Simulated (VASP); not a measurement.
# TePb (P6_3/mmc) in VASP: further runs, part 2 of 2

VASP 6.6.1.

### Step 4. Single point, PBE

This run uses another cell than the first one: it holds 8 atoms, not 4.

INCAR reads:

```
SYSTEM = TePb
PREC = Accurate
ENCUT = 520
EDIFF = 1E-6
ISMEAR = 0
SIGMA = 0.02
LREAL = .FALSE.
LASPH = .TRUE.
NELM = 80
ALGO = Normal
ISIF = 2
LWAVE = .FALSE.
LCHARG = .FALSE.
GGA = PE
NBANDS = 50
```

KPOINTS reads:

```
regular mesh
0
G
  6 6 3
  0 0 0
```

POSCAR reads:

```
TePb
1.0
    4.5739887585      0.0000000000      0.0000000000
   -2.2869943793      3.9611904615      0.0000000000
    0.0000000000      0.0000000000     15.7666734685
Pb Te
4 4
Direct
    0.0000000000      0.0000000000      0.0000000000
    0.3333333333      0.6666666667      0.2500000000
    0.0000000000      0.0000000000      0.5000000000
    0.6666666667      0.3333333333      0.7500000000
    0.6666666667      0.3333333333      0.1223459758
    0.6666666667      0.3333333333      0.3776540242
    0.3333333333      0.6666666667      0.6223459758
    0.3333333333      0.6666666667      0.8776540242
```

Potentials or basis: VASP PAW PBE potentials, release 64 (Pb_d, Te).

Run with:

```
$ cat potpaw_PBE.64/Pb_d/POTCAR potpaw_PBE.64/Te/POTCAR > POTCAR
$ mpirun -np 1 vasp_std > vasp.out
```

OUTCAR:

```text
SYSTEM = TePb
   PREC = Accurate
   ENCUT = 520
   EDIFF = 1E-6
   ISMEAR = 0
   LREAL = .FALSE.
   LASPH = .TRUE.
   NELM = 80
   ISIF = 2
   GGA = PE

 ion  position               nearest neighbor table
   1  0.000  0.000  0.000-   5 3.27   8 3.27   5 3.27   8 3.27   5 3.27   8 3.27
   2  0.333  0.667  0.250-   5 3.32   6 3.32   5 3.32   6 3.32   5 3.32   6 3.32
   3  0.000  0.000  0.500-   6 3.27   7 3.27   6 3.27   7 3.27   6 3.27   7 3.27
   4  0.667  0.333  0.750-   7 3.32   8 3.32   7 3.32   8 3.32   7 3.32   8 3.32
   5  0.667  0.333  0.122-   1 3.27   1 3.27   1 3.27   2 3.32   2 3.32   2 3.32
   6  0.667  0.333  0.378-   3 3.27   3 3.27   3 3.27   2 3.32   2 3.32   2 3.32
   7  0.333  0.667  0.622-   3 3.27   3 3.27   3 3.27   4 3.32   4 3.32   4 3.32
   8  0.333  0.667  0.878-   1 3.27   1 3.27   1 3.27   4 3.32   4 3.32   4 3.32

  LATTYP: Found a hexagonal cell.
 ALAT       =     4.5739887585
 C/A-ratio  =     3.4470293437

  Lattice vectors:

 A1 = (   4.5739887585,   0.0000000000,   0.0000000000)
 A2 = (  -2.2869943793,   3.9611904615,   0.0000000000)
 A3 = (   0.0000000000,   0.0000000000,  15.7666734685)

Analysis of symmetry for initial positions (statically):
=====================================================================
 Subroutine PRICEL returns:
 Original cell was already a primitive cell.

 Routine SETGRP: Setting up the symmetry group for a
 hexagonal supercell.

 Subroutine GETGRP returns: Found 24 space group operations
 (whereof 12 operations were pure point group operations)
 out of a pool of 24 trial point group operations.

The static configuration has the point symmetry D_3d.
 The point group associated with its full space group is D_6h.

Analysis of symmetry for dynamics (positions and initial velocities):
=====================================================================
 Subroutine PRICEL returns:
 Original cell was already a primitive cell.
[... 133 lines left out ...]
  Thomas-Fermi vector in A             =   2.206799
   LORBIT       =      0    0 simple, 1 ext, 2 COOP (PROOUT), +10 PAW based schemes
   GGA     = PE    functional components
   LHFCALC =     F    Hartree Fock is set to
   AEXX    =    0.0000 exact exchange contribution
   IVDW    =     0    specifies the selected vdW correction
   LEPSILON=     F    determine dielectric tensor
   LRPA    =     F    only Hartree local field effects (RPA)
 non-spin polarized calculation
 Gauss-broadening in eV      SIGMA  =   0.02
  energy-cutoff  :      520.00
  volume of cell :      285.67
 maximum number of plane-waves:      7745
 NGX is ok and might be reduce to    36

 number of electron      80.0000004 magnetization

 Free energy of the ion-electron system (eV)
  ---------------------------------------------------
  ext. energy  EPLUGINS =         0.00000000
  ---------------------------------------------------
  free energy    TOTEN  =       -29.70788656 eV

  energy without entropy =      -29.70788656  energy(sigma->0) =      -29.70788656

 E-fermi :   5.1312     XC(G=0):  -9.0345

 val. band max:        5.0141461975   @ k =   0.1667  -0.0000   0.0000
 cond. band min:       5.5104633852   @ k =   0.5000  -0.0000   0.0000
 fundamental gap:      0.4963171877
 Fermi energy:         5.1311626581

 k-point     1 :       0.0000    0.0000    0.0000
  band No.  band energies     occupation
      1     -11.8460      2.00000
      2     -11.8460      2.00000
      3     -11.8459      2.00000
      4     -11.8459      2.00000
      5     -11.8110      2.00000
      6     -11.8110      2.00000
[... 731 lines left out ...]
     49       9.2811      0.00000
     50       9.5018      0.00000

------------------------ aborting loop because EDIFF is reached ----------------------------------------

  FORCE on cell =-STRESS in cart. coord.  units (eV):
  Direction    XX          YY          ZZ          XY          YZ          ZX
  --------------------------------------------------------------------------------------
  -------------------------------------------------------------------------------------
  Total       -0.1321460     -0.1321460     -0.1034425      0.0000000     -0.0000000      0.0000000
  in kB       -0.7411460     -0.7411460     -0.5801610      0.0000000     -0.0000000      0.0000000
  external PRESSURE =      -0.6874843 kB  Pullay stress =       0.0000000 kB

 VOLUME and BASIS-vectors are now :
 -----------------------------------------------------------------------------
  energy-cutoff  :      520.00
  volume of cell :      285.67
      direct lattice vectors                 reciprocal lattice vectors
     4.573988758  0.000000000  0.000000000     0.218627560  0.126224680  0.000000000
    -2.286994379  3.961190462  0.000000000     0.000000000  0.252449361  0.000000000
     0.000000000  0.000000000 15.766673469     0.000000000  0.000000000  0.063424920

 POSITION                                       TOTAL-FORCE (eV/Angst)
 -----------------------------------------------------------------------------------
      0.00000      0.00000      0.00000         0.000000     -0.000000      0.000000
     -0.00000      2.64079      3.94167         0.000000     -0.000000     -0.000000
      0.00000      0.00000      7.88334         0.000000     -0.000000      0.000000
      2.28699      1.32040     11.82501        -0.000000      0.000000      0.000000
      2.28699      1.32040      1.92899         0.000000      0.000000      0.007452
      2.28699      1.32040      5.95435         0.000000      0.000000     -0.007452
     -0.00000      2.64079      9.81233        -0.000000     -0.000000      0.007452
     -0.00000      2.64079     13.83768        -0.000000     -0.000000     -0.007452
 -----------------------------------------------------------------------------------
    total drift:                               -0.000000      0.000000      0.000000

  FREE ENERGIE OF THE ION-ELECTRON SYSTEM (eV)
  ---------------------------------------------------
  free  energy   TOTEN  =       -29.7078865570 eV

  energy  without entropy=      -29.7078865570  energy(sigma->0) =      -29.70788656
```

Wall time 11 min (1 thread of Intel Xeon 8259CL, shared host); peak memory 0.48 GiB.

What came out:

* Free energy: -29.7079 eV
* Pressure: -0.1 GPa
* Largest force: 0.007 eV/Å
* Band gap on the k mesh: 0.50 eV (least direct gap 0.70 eV)

Forces on the atoms (eV/Å):
```
Pb   0.000  0.000  0.000
Pb   0.000  0.000  0.000
Pb   0.000  0.000  0.000
Pb   0.000  0.000  0.000
Te   0.000  0.000  0.007
Te   0.000  0.000 -0.007
Te   0.000  0.000  0.007
Te   0.000  0.000 -0.007
```

Levels at points of the mesh, in eV from the valence-band top:
```csv
k point,band 37,band 38,band 39,band 40,band 41,band 42,band 43,band 44
"(0.00, 0.00, 0.00)",-0.68,-0.50,-0.50,-0.13,1.18,1.53,1.53,2.24
"(0.50, 0.00, 0.00)",-1.77,-0.75,-0.45,-0.20,0.50,1.20,1.32,2.25
```

Caveat: spin-orbit coupling is left out, which moves the levels of the heavy elements.

### Step 5. Relaxation of cell and atoms, PBE

This run uses another cell than the first one, of 35.44 Å³/atom.

INCAR reads:

```
PREC = Accurate
ENCUT = 600
EDIFF = 1E-7
ISMEAR = 0
SIGMA = 0.02
LREAL = False
LASPH = True
NELM = 60
ALGO = Normal
ISIF = 3
LWAVE = False
LCHARG = False
GGA = PE
IBRION = 2
NSW = 65
EDIFFG = -0.01
```

KPOINTS reads:

```
regular mesh
0
Gamma
  6 6 6
```

POSCAR reads:

```
TePb
1.0
    4.6452898470      0.0000000000      0.0000000000
   -2.3226449235      4.0229390155      0.0000000000
    0.0000000000      0.0000000000      7.5856413266
Pb Te
2 2
Direct
    0.0000000000      0.0000000000      0.0000000000
    0.0000000000      0.0000000000      0.5000000000
    0.3333333333      0.6666666667      0.2500000000
    0.6666666667      0.3333333333      0.7500000000
```

Run with:

```
$ cat potpaw_PBE.64/Pb_d/POTCAR potpaw_PBE.64/Te/POTCAR > POTCAR
$ mpirun -np 1 vasp_std > vasp.out
```

It took 31 min on 1 thread of Intel Xeon 8259CL, shared host; peak memory 0.4 GiB.

The run converged. Its results:

```yaml
Free_energy: -14.9080 eV
Relaxed_volume: 35.97 Å³/atom
Relaxed_cell: a = 4.569 Å, b = 4.569 Å, c = 7.960 Å, α = 90.00°, β = 90.00°, γ = 120.00°
Space_group_after_relaxing_to_0.1_Å: P6_3/mmc (No. 194)
Energy_gained_by_relaxing: 10.1 meV/atom
Ionic_steps: 6
Pressure_after_relaxing: 0.0 GPa
Band_gap_on_the_k_mesh: 0.09 eV (least direct gap 0.22 eV)
```

The path:
```csv
step,energy change (eV),largest force (eV/Å),pressure (GPa),volume (Å³)
1,0.0000,0.0000,0.86,141.76
2,-0.0242,0.0000,-0.27,145.67
3,-0.0248,0.0000,-0.48,146.44
4,-0.0355,0.0000,-0.28,145.35
5,-0.0402,0.0000,-0.05,144.22
6,-0.0404,0.0000,0.01,143.89
```

Final structure:
```
Pb Te
1.0
     4.56888    0.00000    0.00000
    -2.28444    3.95677    0.00000
     0.00000    0.00000    7.95959
Pb Te
2 2
Direct
  0.00000 0.00000 0.00000
  0.00000 0.00000 0.50000
  0.33333 0.66667 0.25000
  0.66667 0.33333 0.75000
```

Levels at points of the mesh, in eV from the valence-band top:
```csv
k point,band 18,band 19,band 20,band 21,band 22,band 23
"(0.00, 0.00, 0.00)",-1.08,-1.08,-0.13,0.09,1.97,1.97
"(0.50, 0.00, 0.00)",-1.22,-1.22,-1.03,0.20,0.91,1.96
"(0.00, 0.00, 0.50)",-1.35,-1.35,-1.35,2.05,2.05,2.05
"(0.50, 0.00, 0.50)",-2.49,-2.25,-2.25,1.97,1.97,2.74
```

Caveat: spin-orbit coupling is left out, which moves the levels of the heavy elements. A k mesh can miss the band edges.

### Step 6. The runs side by side

| task | cell | k mesh | cutoff (eV) | gap on the mesh (eV) | pressure (GPa) |
| --- | --- | --- | --- | --- | --- |
| single point | a = 4.500, b = 4.500, c = 8.158 Å, angles 90.0, 90.0, 120.0°, 4 atoms, atomic positions A | 6 × 6 × 6 | 520 | 0.26 | 0.0 |
| single point | a = 4.569, b = 4.569, c = 7.966 Å, angles 90.0, 90.0, 120.0°, 4 atoms, atomic positions B | 6 × 6 × 6 | 520 | 0.10 | -0.1 |
| single point | a = 4.574, b = 4.574, c = 15.767 Å, angles 90.0, 90.0, 120.0°, 8 atoms, atomic positions C | 6 × 6 × 3 | 520 | 0.50 | -0.1 |
| relaxation of cell and atoms | relaxed from a = 4.645, b = 4.645, c = 7.586 Å, angles 90.0, 90.0, 120.0°, 4 atoms, atomic positions B | 6 × 6 × 6 | 600 | 0.09 | 0.0 |

Alike in all rows: level PBE; potentials or basis VASP PAW PBE potentials, release 64 (Pb_d, Te); no spin polarisation; smearing gaussian 0.02 eV.

Caveats: spin-orbit coupling is left out, which moves the levels of the heavy elements.

Absolute energies hang on the potentials; compare differences alone.
